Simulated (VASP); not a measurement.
Wanted: the native input for a VASP 6.6.1 run.

```
Task                   : single point
Functional             : PBE
Dispersion             : D3(BJ)
Potentials or basis    : VASP PAW PBE potentials, release 64 (P)
Cutoff                 : 520 eV
k mesh                 : 8 × 8 × 6
Occupations            : fermi-dirac, width 0.05 eV
Spin                   : no spin polarisation
Dipole correction      : no
Further INCAR settings : ALGO = Normal; EDIFF = 1e-07; NBANDS = 18
```

The structure of P lies in POSCAR:

```
P
1.0
    1.6477431241     -5.4650377251      0.0000000000
    1.6477431241      5.4650377251      0.0000000000
    0.0000000000      0.0000000000      4.5436355900
P
4
Direct
    0.9041431300      0.0958568700      0.5888151700
    0.0958568700      0.9041431300      0.4111848300
    0.5958568700      0.4041431300      0.0888151700
    0.4041431300      0.5958568700      0.9111848300
```

The input as run:

INCAR

```
PREC     = Accurate       # precision mode
ENCUT    = 520            # plane-wave cutoff, eV
EDIFF    = 1E-7           # SCF threshold, eV
ISMEAR   = -1             # smearing method
SIGMA    = 0.05           # smearing width, eV
LREAL    = False          # projectors in reciprocal space
LASPH    = True           # aspherical terms in the spheres
NELM     = 100            # most SCF steps
ALGO     = Normal         # electronic algorithm
ISIF     = 2              # what is computed and relaxed
LWAVE    = False          # write WAVECAR
LCHARG   = False          # write CHGCAR
GGA      = PE             # functional
IVDW     = 12             # dispersion correction
NBANDS   = 18             # bands
```

KPOINTS

```
Automatic mesh
0
Gamma
  8 8 6
```

Potentials or basis: VASP PAW PBE potentials, release 64 (P).

The run is started by

```sh
$ cat potpaw_PBE.64/P/POTCAR > POTCAR
$ mpirun -np 1 vasp_std > vasp.out
```

It gave:

The pressure is -1.1 GPa and the largest force is 0.302 eV/Å. The band gap on the k mesh is 0.11 eV, direct and the dispersion energy per atom is -0.339 eV.

It took 62 s on 1 thread of Intel(R) Xeon(R) Platinum 8559C (Emerald Rapids), on a shared host, peak memory 0.27 GiB.
